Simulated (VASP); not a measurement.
Input of a VASP 6.6.1 run:

File POSCAR:

```
SrCl2
1.0
    0.0000000000      3.4977180853      3.4977180853
    3.4977180853      0.0000000000      3.4977180853
    3.4977180853      3.4977180853      0.0000000000
Sr Cl
1 2
Direct
    0.0000000000      0.0000000000      0.0000000000
    0.2500000000      0.2500000000      0.2500000000
    0.7500000000      0.7500000000      0.7500000000
```

Contents of INCAR.step1:

```
SYSTEM = SrCl2
  ALGO = Normal
  EDIFF = 1E-4
  ENCUT = 520
  GGA = PE
  ISMEAR = -1
  LASPH = .TRUE.
  LCHARG = .FALSE.
  LREAL = .FALSE.
  LWAVE = .TRUE.
  NBANDS = 19
  NELM = 100
  PREC = Accurate
  SIGMA = 0.001
```

Contents of INCAR.step2:

```
SYSTEM = SrCl2
  ALGO = Normal
  EDIFF = 1E-7
  ENCUT = 520
  ISIF = 2
  ISMEAR = -1
  ISTART = 1
  LASPH = .TRUE.
  LCHARG = .TRUE.
  LELF = .TRUE.
  LMIXTAU = .TRUE.
  LREAL = .FALSE.
  LVHAR = .TRUE.
  LWAVE = .FALSE.
  METAGGA = R2SCAN
  NBANDS = 19
  NELM = 100
  PREC = Accurate
  SIGMA = 0.001
```

KPOINTS

```
k-points
0
G
  4 4 4
  0 0 0
```

Potentials or basis: VASP PAW PBE potentials, release 64 (Sr_sv, Cl).

Run with:

```console
$ cat potpaw_PBE.64/Sr_sv/POTCAR potpaw_PBE.64/Cl/POTCAR > POTCAR
$ cp INCAR.step1 INCAR
$ mpirun -np 1 vasp_std > vasp.out
$ cp INCAR.step2 INCAR
$ mpirun -np 1 vasp_std > vasp.out
```

(1) What does it give for the pressure?

(2) What does it give for the band gap on the k mesh?

## Answers

(1) 0.0 GPa.

(2) 5.94 eV (least direct gap 5.99 eV).

Caveat: the PAW data sets were made with another functional, which shifts forces and pressure a little.
